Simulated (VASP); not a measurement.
A run of VASP 6.6.1 is set up as follows.

The input INCAR:

```
PREC = Accurate
ENCUT = 520
EDIFF = 1E-6
ISMEAR = 0
SIGMA = 0.1
LREAL = False
LASPH = True
NELM = 60
ALGO = Normal
ISIF = 2
LWAVE = False
LCHARG = False
GGA = PE
NBANDS = 32
```

File KPOINTS:

```
regular mesh
0
Gamma
  4 4 4
```

Contents of POSCAR:

```
Zr2H6Pb
1.0
    0.0000000000      4.5029344500      4.5029344500
    4.5029344500      0.0000000000      4.5029344500
    4.5029344500      4.5029344500      0.0000000000
Zr H Pb
2 6 1
Direct
    0.7500000000      0.7500000000      0.7500000000
    0.2500000000      0.2500000000      0.2500000000
    0.5000000000      0.0000000000      0.0000000000
    0.0000000000      0.5000000000      0.5000000000
    0.0000000000      0.5000000000      0.0000000000
    0.5000000000      0.0000000000      0.5000000000
    0.0000000000      0.0000000000      0.5000000000
    0.5000000000      0.5000000000      0.0000000000
    0.0000000000      0.0000000000      0.0000000000
```

Potentials or basis: VASP PAW PBE potentials, release 64 (Zr_sv, H, Pb_d).

The run is started by

```bash
$ cat potpaw_PBE.64/Zr_sv/POTCAR potpaw_PBE.64/H/POTCAR potpaw_PBE.64/Pb_d/POTCAR > POTCAR
$ mpirun -np 1 vasp_std > vasp.out
```

**Question.** Estimate the pressure.

**Answer.** -11.8 GPa.

**Question.** Estimate the band gap on the k mesh.

**Answer.** Zero (band 22 reaches 2.20 eV, above the bottom of band 23 at 0.75 eV).

Caveat: spin-orbit coupling is left out, which moves the levels of the heavy elements.
